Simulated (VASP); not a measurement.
Write the native input for VASP 6.6.1 that does the following.

| Quantity | Value |
| --- | --- |
| Task | single point |
| Functional | PBE |
| Potentials or basis | VASP PAW PBE potentials, release 64 (Al, Pt_sv_GW, C, N) |
| Cutoff | 700 eV |
| k mesh | 4 × 4 × 2 |
| Occupations | gaussian, width 0.1 eV |
| Spin | no spin polarisation |
| Dipole correction | no |
| Further INCAR settings | ALGO = Normal; EDIFF = 1e-06; NBANDS = 28 |

The structure of AlPtC2N2 lies in POSCAR:

```
AlPtC2N2
1.0
    4.3092176400      0.0000000000      0.0000000000
    1.7486317600      4.2166420500      0.0000000000
    0.6333698700      0.6930046800      8.6122591900
Al Pt C N
1 1 2 2
Direct
    0.5000000000      0.5000000000      0.5000000000
    0.0000000000      0.0000000000      0.0000000000
    0.1898207700      0.8101792300      0.8101792300
    0.8101792300      0.1898207700      0.1898207700
    0.3056738300      0.6943261700      0.6943261700
    0.6943261700      0.3056738300      0.3056738300
```

The input as run:

INCAR

```
PREC = Accurate
ENCUT = 700
EDIFF = 1E-6
ISMEAR = 0
SIGMA = 0.1
LREAL = F
LASPH = T
NELM = 120
ALGO = Normal
ISIF = 2
LWAVE = F
LCHARG = F
GGA = PE
NBANDS = 28
GGA_COMPAT = F
```

KPOINTS

```
Automatic mesh
0
Gamma
  4 4 2
```

Potentials or basis: VASP PAW PBE potentials, release 64 (Al, Pt_sv_GW, C, N).

The run is started by

```sh
$ cat potpaw_PBE.64/Al/POTCAR potpaw_PBE.64/Pt_sv_GW/POTCAR potpaw_PBE.64/C/POTCAR potpaw_PBE.64/N/POTCAR > POTCAR
$ mpirun -np 1 vasp_std > vasp.out
```

It gave:

The pressure is -0.1 GPa and the largest force is 3.194 eV/Å. The band gap on the k mesh is zero (an odd number of electrons rules out a gap without spin polarisation).

Caveat: the k points lie up to 0.39 Å⁻¹ apart, too coarse for converged energies and pressures of a metal; spin-orbit coupling is left out, which moves the levels of the heavy elements; an odd number of electrons without spin polarisation forces a metal; a magnetic or distorted state may lie lower.

It took 2.3 min on 1 thread of AMD EPYC 7R13 Processor (Zen 3), on a shared host, peak memory 0.42 GiB.
